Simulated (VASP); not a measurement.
Runs of VASP 6.6.1 on C. The structure is that of space group R-3m (No. 166), or close to it. The cells are those of the table. 

```csv
cell,gap on the mesh (eV),pressure (GPa),largest force (eV/Å)
"a = 2.264 Å, angles 82.7°, 2 atoms",none,189.4,25.46
"a = 2.897 Å, angles 45.7°, 2 atoms",none,55.5,3.12
"a = 3.177 Å, angles 38.9°, 2 atoms",none,107.8,3.05
"a = 2.247 Å, 2 atoms",none,337.7,57.07
"a = 2.699 Å, angles 52.2°, 2 atoms",(a),19.2,0.98
"a = 3.467 Å, angles 33.6°, 2 atoms",none,(b),0.15
"a = 2.313 Å, angles 75.3°, 2 atoms",0.09,83.1,10.49
"a = 2.404 Å, angles 67.3°, 2 atoms",(d),(c),2.40
```

Alike in all rows: task single point; level PBE; potentials or basis VASP PAW PBE potentials, release 64 (C); no spin polarisation; k mesh 12 × 12 × 12; cutoff (eV) 520; smearing gaussian 0.05 eV.

Question: Fill in the values left out.

Answer: (a) 0.63; (b) 150.0; (c) 19.0; (d) 2.53.

Caveats: forces of over 1 eV/Å act on the atoms, so gaps and moduli don't describe the material at rest (some runs).

A k mesh can miss the band edges.

A gap of «none» marks levels without a gap at the run's occupations.
